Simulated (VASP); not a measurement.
## AlFe: single point with PBE

Crystal: AlFe.

```
CELL_PARAMETERS angstrom
2.91030 -0.02925 -0.02925
-0.02925 2.91030 -0.02925
-0.02925 -0.02925 2.91030
ATOMIC_POSITIONS crystal
Al 0.00000 0.00000 0.00000
Fe 0.50000 0.50000 0.50000
```

This cell differs from its parent crystal: stretched by -2 % along [0.577, 0.577, 0.577] at fixed volume.

| Quantity | Value |
| --- | --- |
| Program | VASP 6.6.1 |
| Task | single point |
| Functional | PBE |
| Potentials or basis | VASP PAW PBE potentials, release 64 (Al, Fe) |
| Cutoff | 520 eV |
| k mesh | 8 × 8 × 8 |
| Occupations | fermi-dirac, width 0.025 eV |
| Spin | collinear spin, ferromagnetic start |
| Starting moments | [0.0, 3.0] μB |
| Dipole correction | no |
| Further INCAR settings | ALGO = Normal; EDIFF = 1e-06; NBANDS = 16 |

* Pressure: -5.7 GPa
* Net moment: 0.75 μB per cell
* Site moments: Al -0.03; Fe +0.80 μB
* Valence electrons inside the program's atomic spheres: Al 0.82; Fe 7.34

Stress tensor (GPa, compression positive):
```
-5.74  2.69  2.69
 2.69 -5.74  2.69
 2.69  2.69 -5.74
```

Levels at points of the mesh, in eV from the Fermi level:
Spin up:
```
           k point  band 3  band 4  band 5  band 6  band 7  band 8  band 9  band 10
(0.00, 0.00, 0.00)   -2.47   -0.46   -0.45   -0.45    6.00    6.16    6.16     9.08
(0.50, 0.00, 0.00)   -1.89   -1.37   -1.32   -0.34    0.73    8.58   10.71    10.84
(0.50, 0.50, 0.00)   -2.26   -1.97   -1.14   -1.11    0.30    2.98    3.75    12.30
(0.50, 0.50, 0.50)   -3.45    0.34    0.34    2.72    2.72    3.03    4.03     5.50
```
Spin down:
| k point | band 1 | band 2 | band 3 | band 4 | band 5 | band 6 | band 7 | band 8 | band 9 | band 10 |
| --- | --- | --- | --- | --- | --- | --- | --- | --- | --- | --- |
| (0.00, 0.00, 0.00) | -10.24 | -2.02 | -2.02 | 0.33 | 0.44 | 0.44 | 6.02 | 6.18 | 6.18 | 9.17 |
| (0.50, 0.00, 0.00) | -6.21 | -5.84 | -1.37 | -0.66 | -0.54 | 0.53 | 1.33 | 8.46 | 10.79 | 10.92 |
| (0.50, 0.50, 0.00) | -4.61 | -2.27 | -2.14 | -1.98 | -0.35 | -0.32 | 0.95 | 3.39 | 4.30 | 12.22 |
| (0.50, 0.50, 0.50) | -3.15 | -3.15 | -3.05 | 0.99 | 0.99 | 2.80 | 2.80 | 3.08 | 3.97 | 5.94 |

It took 70 s on 1 thread of Intel Xeon 8259CL (shared host), peak memory 0.17 GiB.
